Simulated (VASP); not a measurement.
# AlTl2AuC6N6 (Fm-3m) in VASP: single point with PBE

Aim: the single point of AlTl2AuC6N6 with PBE.

Everything below comes from runs of VASP 6.6.1. Logs are shortened: lines on timing, memory, paths and dates and some standing lists are left out, and cuts for length are marked.

### 1 The cell of the first run

The structure is cubic, space group Fm-3m (No. 225). Conventional cell: a = 11.207 Å, b = 11.207 Å, c = 11.207 Å, α = 90.00°, β = 90.00°, γ = 90.00°. Within 2.6 Å of Al (site symmetry m-3m) lie 6 N at 1.97 Å. Tl (site symmetry -43m) has 12 C at 3.98 Å and 12 N at 4.05 Å and 4 Al at 4.85 Å and 4 Au at 4.85 Å within 5.2 Å. Within 1.6 Å of C (site symmetry 4mm) lie 1 N at 1.17 Å. Within 3.3 Å of Au (site symmetry m-3m) lie 6 C at 2.46 Å. N (site symmetry 4mm) has 1 C at 1.17 Å within 1.6 Å.

### 2 Single point, PBE

INCAR reads:

```
SYSTEM = AlTl2AuC6N6
  PREC = Accurate
  ENCUT = 700
  EDIFF = 1E-6
  ISMEAR = 0
  SIGMA = 0.1
  LREAL = Auto
  LASPH = .TRUE.
  NELM = 120
  ALGO = Normal
  ISIF = 2
  LWAVE = .FALSE.
  LCHARG = .FALSE.
  GGA = PE
  NBANDS = 65
  GGA_COMPAT = .FALSE.
```

KPOINTS reads:

```
regular mesh
0
G
  2 2 2
  0 0 0
```

POSCAR reads:

```
AlTl2AuC6N6
1.0
    0.0000000000      5.6035020421      5.6035020421
    5.6035020421      0.0000000000      5.6035020421
    5.6035020421      5.6035020421      0.0000000000
Al Tl C Au N
1 2 6 1 6
Direct
    0.5000000000      0.5000000000      0.5000000000
    0.2500000000      0.2500000000      0.2500000000
    0.7500000000      0.7500000000      0.7500000000
    0.7802730181      0.2197269819      0.2197269819
    0.2197269819      0.7802730181      0.2197269819
    0.2197269819      0.2197269819      0.7802730181
    0.2197269819      0.7802730181      0.7802730181
    0.7802730181      0.2197269819      0.7802730181
    0.7802730181      0.7802730181      0.2197269819
    0.0000000000      1.0000000000      0.0000000000
    0.6756044688      0.3243955312      0.3243955312
    0.3243955312      0.6756044688      0.3243955312
    0.3243955312      0.3243955312      0.6756044688
    0.3243955312      0.6756044688      0.6756044688
    0.6756044688      0.3243955312      0.6756044688
    0.6756044688      0.6756044688      0.3243955312
```

Potentials or basis: VASP PAW PBE potentials, release 64 (Al, Tl_d, C, Au_sv_GW, N).

Started as:

```bash
cat potpaw_PBE.64/Al/POTCAR potpaw_PBE.64/Tl_d/POTCAR potpaw_PBE.64/C/POTCAR potpaw_PBE.64/Au_sv_GW/POTCAR potpaw_PBE.64/N/POTCAR > POTCAR
mpirun -np 1 vasp_std > vasp.out
```

OUTCAR:

```text
SYSTEM = AlTl2AuC6N6
   PREC = Accurate
   ENCUT = 700
   EDIFF = 1E-6
   ISMEAR = 0
   LREAL = Auto
   LASPH = .TRUE.
   NELM = 120
   ISIF = 2
   GGA = PE

 ion  position               nearest neighbor table
   1  0.500  0.500  0.500-  11 1.97  12 1.97  13 1.97  14 1.97  15 1.97  16 1.97
   2  0.250  0.250  0.250-
   3  0.750  0.750  0.750-
   4  0.780  0.220  0.220-  11 1.17  10 2.46
   5  0.220  0.780  0.220-  12 1.17  10 2.46
   6  0.220  0.220  0.780-  13 1.17  10 2.46
   7  0.220  0.780  0.780-  14 1.17  10 2.46
   8  0.780  0.220  0.780-  15 1.17  10 2.46
   9  0.780  0.780  0.220-  16 1.17  10 2.46
  10  0.000  0.000  0.000-   4 2.46   5 2.46   6 2.46   7 2.46   8 2.46   9 2.46
  11  0.676  0.324  0.324-   4 1.17   1 1.97
  12  0.324  0.676  0.324-   5 1.17   1 1.97
  13  0.324  0.324  0.676-   6 1.17   1 1.97
  14  0.324  0.676  0.676-   7 1.17   1 1.97
  15  0.676  0.324  0.676-   8 1.17   1 1.97
  16  0.676  0.676  0.324-   9 1.17   1 1.97

  LATTYP: Found a face centered cubic cell.
 ALAT       =    11.2070040842

  Lattice vectors:

 A1 = (   0.0000000000,   5.6035020421,   5.6035020421)
 A2 = (   5.6035020421,   0.0000000000,   5.6035020421)
 A3 = (   5.6035020421,   5.6035020421,   0.0000000000)

Analysis of symmetry for initial positions (statically):
=====================================================================
 Subroutine PRICEL returns:
 Original cell was already a primitive cell.

 Routine SETGRP: Setting up the symmetry group for a
 face centered cubic supercell.

 Subroutine GETGRP returns: Found 48 space group operations
 (whereof 48 operations were pure point group operations)
 out of a pool of 48 trial point group operations.

The static configuration has the point symmetry O_h .

Analysis of symmetry for dynamics (positions and initial velocities):
=====================================================================
 Subroutine PRICEL returns:
 Original cell was already a primitive cell.

 Routine SETGRP: Setting up the symmetry group for a
 face centered cubic supercell.

 Subroutine GETGRP returns: Found 48 space group operations
 (whereof 48 operations were pure point group operations)
 out of a pool of 48 trial point group operations.

The dynamic configuration has the point symmetry O_h .

 Subroutine INISYM returns: Found 48 space group operations
 (whereof 48 operations are pure point group operations),
 and found     1 'primitive' translations

----------------------------------------------------------------------------------------

                                     Primitive cell

  volume of cell :     351.8914

  direct lattice vectors                    reciprocal lattice vectors
     0.000000000  5.603502042  5.603502042    -0.089229913  0.089229913  0.089229913
     5.603502042  0.000000000  5.603502042     0.089229913 -0.089229913  0.089229913
     5.603502042  5.603502042  0.000000000     0.089229913  0.089229913 -0.089229913

  length of vectors
     7.924548585  7.924548585  7.924548585     0.154550743  0.154550743  0.154550743

  position of ions in fractional coordinates (direct lattice)
     0.500000000  0.500000000  0.500000000
     0.250000000  0.250000000  0.250000000
     0.750000000  0.750000000  0.750000000
     0.780273018  0.219726982  0.219726982
     0.219726982  0.780273018  0.219726982
     0.219726982  0.219726982  0.780273018
[... 8 lines left out ...]
     0.675604469  0.324395531  0.675604469
     0.675604469  0.675604469  0.324395531

  ion indices of the primitive-cell ions
   primitive index   ion index
                 1           1
                 2           2
                 3           3
                 4           4
                 5           5
                 6           6
[... 8 lines left out ...]
                15          15
                16          16

----------------------------------------------------------------------------------------

 KPOINTS: regular mesh

Automatic generation of k-mesh.
 Grid dimensions read from file:
 generate k-points for:    2    2    2

 Generating k-lattice:

  Cartesian coordinates                     Fractional coordinates (reciprocal lattice)
    -0.044614957  0.044614957  0.044614957     0.500000000  0.000000000  0.000000000
     0.044614957 -0.044614957  0.044614957     0.000000000  0.500000000  0.000000000
     0.044614957  0.044614957 -0.044614957     0.000000000  0.000000000  0.500000000

  Length of vectors
     0.077275371  0.077275371  0.077275371

  Shift w.r.t. Gamma in fractional coordinates (k-lattice)
     0.000000000  0.000000000  0.000000000

 Subroutine IBZKPT returns following result:
 ===========================================

 Found      3 irreducible k-points:

 Following reciprocal coordinates:
            Coordinates               Weight
  0.000000  0.000000  0.000000      1.000000
  0.500000  0.000000  0.000000      4.000000
  0.500000  0.500000  0.000000      3.000000
   k-points           NKPTS =      3   k-points in BZ     NKDIM =      3   number of bands    NBANDS=     65
   number of dos      NEDOS =    301   number of ions     NIONS =     16
   total plane-waves  NPLWV = 343000
   dimension x,y,z NGX =    70 NGY =   70 NGZ =   70
   dimension x,y,z NGXF=   140 NGYF=  140 NGZF=  140
   ions per type =               1   2   6   1   6
   NGX,Y,Z   is equivalent  to a cutoff of  14.69, 14.69, 14.69 a.u.
   NGXF,Y,Z  is equivalent  to a cutoff of  29.37, 29.37, 29.37 a.u.
 SYSTEM =  AlTl2AuC6N6
   PREC   = accura    normal or accurate (medium, high low for compatibility)
   ISTART =      0    job   : 0-new  1-cont  2-samecut
   ICHARG =      2    charge: 1-file 2-atom 10-const
   ISPIN  =      1    spin polarized calculation?
   LNONCOLLINEAR =      F non collinear calculations
   LSORBIT =      F    spin-orbit coupling
   LASPH  =      T    aspherical Exc in radial PAW
   ENCUT  =  700.0 eV  51.45 Ry    7.17 a.u.  17.10 17.10 17.10*2*pi/ulx,y,z
   NELM   =    120;   NELMIN=  2; NELMDL= -5     # of ELM steps
   EDIFF  = 0.1E-05   stopping-criterion for ELM
   LREAL  =      T    real-space projection
   EDIFFG = 0.1E-04   stopping-criterion for IOM
   NSW    =      0    number of steps for IOM
   IBRION =     -1    ionic relax: 0-MD 1-quasi-New 2-CG
   NFREE  =      0    steps in history (QN), initial steepest desc. (CG)
   ISIF   =      2    stress and relaxation
   ISYM   =      2    0-nonsym 1-usesym 2-fastsym
   POTIM  = 0.5000    time-step for ionic-motion
   TEBEG  =    0.0;   TEEND  =   0.0 temperature during run
   PSTRESS=    0.0 pullay stress
   NELECT =     102.0000    total number of electrons
   NUPDOWN=      -1.0000    fix difference up-down
   EMIN   =  10.00;   EMAX   =-10.00  energy-range for DOS
   EFERMI =   0.00;   METHOD = LEGACY
   ISMEAR =     0;   SIGMA  =   0.10  broadening in eV -4-tet -1-fermi 0-gaus
   EFERMI_NEDOS =   21; number of points for ismear=-14 and -15
   IALGO  =     38    algorithm
   IMIX   =      4    mixing-type and parameters
     AMIX     =   0.40;   BMIX     =  1.00
     AMIX_MAG =   1.60;   BMIX_MAG =  1.00
  volume/ion in A,a.u.               =      21.99       148.42
  Fermi-wavevector in a.u.,A,eV,Ry     =   1.083441  2.047407 15.971129  1.173845
  Thomas-Fermi vector in A             =   2.219507
   LORBIT       =      0    0 simple, 1 ext, 2 COOP (PROOUT), +10 PAW based schemes
   GGA     = PE    functional components
   LHFCALC =     F    Hartree Fock is set to
   AEXX    =    0.0000 exact exchange contribution
   IVDW    =     0    specifies the selected vdW correction
   LEPSILON=     F    determine dielectric tensor
   LRPA    =     F    only Hartree local field effects (RPA)
 non-spin polarized calculation
 Gauss-broadening in eV      SIGMA  =   0.10
  energy-cutoff  :      700.00
  volume of cell :      351.89
 maximum number of plane-waves:     14841
 NGX is ok and might be reduce to    70
   NGX = 35   NGY = 35   NGZ = 35

 number of electron     101.9999990 magnetization

 Free energy of the ion-electron system (eV)
  ---------------------------------------------------
  ext. energy  EPLUGINS =         0.00000000
  ---------------------------------------------------
  free energy    TOTEN  =      -109.81193045 eV

  energy without entropy =     -109.81193032  energy(sigma->0) =     -109.81193038

 E-fermi :   2.2419     XC(G=0):  -7.6043

 val. band max:        1.8834470656   @ k =   0.5000   0.5000   0.0000
 cond. band min:       2.5985946845   @ k =   0.5000   0.5000   0.0000
 fundamental gap:      0.7151476190
 Fermi energy:         2.2419014337

 k-point     1 :       0.0000    0.0000    0.0000
  band No.  band energies     occupation
      1    -102.3153      2.00000
      2     -53.6962      2.00000
      3     -53.6962      2.00000
      4     -53.6962      2.00000
      5     -17.2182      2.00000
      6     -16.9095      2.00000
[... 55 lines left out ...]
     62       5.0992      0.00000
     63       5.1042      0.00000

 k-point     2 :       0.5000    0.0000    0.0000
  band No.  band energies     occupation
      1    -102.3153      2.00000
      2     -53.6962      2.00000
      3     -53.6962      2.00000
      4     -53.6962      2.00000
      5     -17.2060      2.00000
      6     -16.9231      2.00000
[... 55 lines left out ...]
     62       5.3196      0.00000
     63       5.3200      0.00000

 k-point     3 :       0.5000    0.5000    0.0000
  band No.  band energies     occupation
      1    -102.3153      2.00000
      2     -53.6962      2.00000
      3     -53.6962      2.00000
      4     -53.6962      2.00000
      5     -17.2034      2.00000
      6     -16.9111      2.00000
[... 55 lines left out ...]
     62       5.2573      0.00000
     63       5.2619      0.00000
 [bands above 63 left out]

------------------------ aborting loop because EDIFF is reached ----------------------------------------

  FORCE on cell =-STRESS in cart. coord.  units (eV):
  Direction    XX          YY          ZZ          XY          YZ          ZX
  --------------------------------------------------------------------------------------
  -------------------------------------------------------------------------------------
  Total        0.4228289      0.4228289      0.4228289     -0.0000000     -0.0000000      0.0000000
  in kB        1.9251594      1.9251594      1.9251594     -0.0000000     -0.0000000      0.0000000
  external PRESSURE =       1.9251594 kB  Pullay stress =       0.0000000 kB

 VOLUME and BASIS-vectors are now :
 -----------------------------------------------------------------------------
  energy-cutoff  :      700.00
  volume of cell :      351.89
      direct lattice vectors                 reciprocal lattice vectors
     0.000000000  5.603502042  5.603502042    -0.089229913  0.089229913  0.089229913
     5.603502042  0.000000000  5.603502042     0.089229913 -0.089229913  0.089229913
     5.603502042  5.603502042  0.000000000     0.089229913  0.089229913 -0.089229913

 POSITION                                       TOTAL-FORCE (eV/Angst)
 -----------------------------------------------------------------------------------
      5.60350      5.60350      5.60350         0.000000      0.000000     -0.000000
      2.80175      2.80175      2.80175        -0.000000     -0.000000     -0.000000
      8.40525      8.40525      8.40525         0.000000      0.000000     -0.000000
      2.46248      5.60350      5.60350        -0.356951      0.000000     -0.000000
      5.60350      2.46248      5.60350         0.000000     -0.356951     -0.000000
      5.60350      5.60350      2.46248         0.000000      0.000000     -0.356951
[... 8 lines left out ...]
      5.60350      7.57150      5.60350         0.000000     -0.377661     -0.000000
      5.60350      5.60350      7.57150         0.000000      0.000000     -0.377661
 -----------------------------------------------------------------------------------
    total drift:                                0.000000      0.000000      0.000000

  FREE ENERGIE OF THE ION-ELECTRON SYSTEM (eV)
  ---------------------------------------------------
  free  energy   TOTEN  =      -109.8119304472 eV

  energy  without entropy=     -109.8119303204  energy(sigma->0) =     -109.81193038
```

Wall time 3.2 min (1 thread of AMD EPYC 9R45 (Zen 5), shared host); peak memory 0.72 GiB.

Results:

* Free energy: -109.8119 eV
* Pressure: 0.2 GPa
* Largest force: 0.378 eV/Å
* Band gap on the k mesh: 0.72 eV

Forces on the atoms (eV/Å):
```
Al   0.000  0.000  0.000
Tl   0.000  0.000  0.000
Tl   0.000  0.000  0.000
C   -0.357  0.000  0.000
C    0.000 -0.357  0.000
C    0.000  0.000 -0.357
C    0.357  0.000  0.000
C    0.000  0.357  0.000
C    0.000  0.000  0.357
Au   0.000  0.000  0.000
N    0.378  0.000  0.000
N    0.000  0.378  0.000
N    0.000  0.000  0.378
N   -0.378  0.000  0.000
N    0.000 -0.378  0.000
N    0.000  0.000 -0.378
```

Caveat: the k points lie up to 0.49 Å⁻¹ apart; spin-orbit coupling is left out, which moves the levels of the heavy elements. A k mesh can miss the band edges.
